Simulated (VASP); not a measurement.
Crystal: Ga2SnO3.

```
CELL_PARAMETERS angstrom
-3.68949 3.68949 3.54249
3.68949 -3.68949 3.54249
3.68949 3.68949 -3.54249
ATOMIC_POSITIONS crystal
Ga 0.75000 0.25000 0.50000
Ga 0.25000 0.75000 0.50000
Sn 0.50000 0.50000 0.00000
O 0.50000 0.00000 0.50000
O 0.00000 0.50000 0.50000
O 0.00000 0.00000 0.00000
```

The cell was generated, and may not be a known phase.

| Property | Result |
| --- | --- |
| Program | VASP 6.6.1 |
| Task | relaxation of cell and atoms |
| Functional | PBE |
| Potentials or basis | VASP PAW PBE potentials, release 64 (Ga_d, Sn_d, O) |
| Cutoff | 600 eV |
| k mesh | 4 × 4 × 4 |
| Occupations | gaussian, width 0.1 eV |
| Spin | no spin polarisation |

At the start: pressure -2.2 GPa; volume 32.15 Å³/atom.

Task: Where does the relaxation end?

Result: Over 14 steps the energy falls by 290.0 meV/atom and the volume is 17.45 Å³/atom (-45.7 %); space group I4/mmm (No. 139, to 0.1 Å) before and after.

Step by step:
| step | energy change (eV) | largest force (eV/Å) | pressure (GPa) | volume (Å³) |
| --- | --- | --- | --- | --- |
| 1 | 0.0000 | 0.0000 | -2.22 | 192.89 |
| 2 | -0.1451 | 0.0000 | -1.17 | 180.74 |
| 3 | -0.2177 | 0.0000 | 0.35 | 168.77 |
| 4 | -0.2735 | 0.0000 | 0.35 | 166.00 |
| 5 | -0.4463 | 0.0000 | 0.40 | 157.83 |
| 6 | -0.7986 | 0.0000 | 0.93 | 142.07 |
| 7 | -1.3070 | 0.0000 | 4.94 | 112.95 |
| 8 | -1.6323 | 0.0000 | 1.39 | 110.71 |
| 9 | -1.6976 | 0.0000 | 0.13 | 109.39 |
| 10 | -1.7254 | 0.0000 | -1.75 | 106.49 |
| 11 | -1.7279 | 0.0000 | -1.30 | 107.30 |
| 12 | -1.7277 | 0.0000 | -1.20 | 107.46 |
| 13 | -1.7351 | 0.0000 | -0.75 | 106.10 |
| 14 | -1.7401 | 0.0000 | -0.26 | 104.68 |

Final structure:
```yaml
crystal:
  lattice:
    - [-2.63211, 2.63211, 3.77735]
    - [2.63211, -2.63211, 3.77735]
    - [2.63211, 2.63211, -3.77735]
  atoms:
    - { symbol: Ga, position: [0.75000, 0.25000, 0.50000] }
    - { symbol: Ga, position: [0.25000, 0.75000, 0.50000] }
    - { symbol: Sn, position: [0.50000, 0.50000, 0.00000] }
    - { symbol: O, position: [0.50000, 0.00000, 0.50000] }
    - { symbol: O, position: [0.00000, 0.50000, 0.50000] }
    - { symbol: O, position: [0.00000, 0.00000, 0.00000] }
```

Caveat: the volume moved by over 15 % at a fixed basis, so the end points are rough.
